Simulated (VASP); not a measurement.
Wanted: the native input for a VASP 6.6.1 run.

```yaml
Task: electric field gradients
Functional: LDA
Potentials_or_basis: VASP PAW LDA potentials, release 64 (Cd_sv_GW, F)
Cutoff: 520 eV
k_mesh: 8 × 8 × 8
Occupations: fermi-dirac, width 0.02 eV
Spin: no spin polarisation
Dipole_correction: no
Second_run: valence_matched
Further_INCAR_settings: ALGO = Normal; EDIFF = 1e-08; NBANDS = 24
```

The structure of CdF2 lies in POSCAR:

```
CdF2
1.0
    0.0000000000      2.6575901313      2.6575901313
    2.6575901313      0.0000000000      2.6575901313
    2.6575901313      2.6575901313      0.0000000000
Cd F
1 2
Direct
    0.0000000000      0.0000000000      0.0000000000
    0.2500000000      0.2500000000      0.2500000000
    0.7500000000      0.7500000000      0.7500000000
```

This cell differs from its parent crystal: volume scaled by 0.96.

One way to write it, as run:

INCAR

```
SYSTEM = CdF2
PREC     = Accurate       ! precision mode
ENCUT    = 520            ! plane-wave cutoff, eV
EDIFF    = 1E-8           ! SCF threshold, eV
ISMEAR   = -1             ! smearing method
SIGMA    = 0.02           ! smearing width, eV
LREAL    = .FALSE.        ! projectors in reciprocal space
LASPH    = .TRUE.         ! aspherical terms in the spheres
NELM     = 120            ! most SCF steps
ALGO     = Normal         ! electronic algorithm
ISIF     = 2              ! what is computed and relaxed
LWAVE    = .FALSE.        ! write WAVECAR
LCHARG   = .FALSE.        ! write CHGCAR
GGA      = CA             ! functional
LEFG     = .TRUE.       
NBANDS   = 24             ! bands
GGA_COMPAT= .FALSE.
```

KPOINTS

```
regular mesh
0
G
  8 8 8
  0 0 0
```

Potentials or basis: VASP PAW LDA potentials, release 64 (Cd_sv_GW, F).

Launch:

```bash
$ cat potpaw_LDA.64/Cd_sv_GW/POTCAR potpaw_LDA.64/F/POTCAR > POTCAR
$ mpirun -np 1 vasp_std > vasp.out
```

Results of the run:

The pressure is -2.8 GPa and the band gap on the k mesh is 2.96 eV, indirect (least direct gap 3.38 eV).

Caveat: without QUAD_EFG the Cq values of the log hold for a quadrupole moment of 1 mb, not for the nuclei.

Run time: 27 s on 1 thread of Intel(R) Xeon(R) Platinum 8488C (Sapphire Rapids) (shared host), peak memory 0.16 GiB.
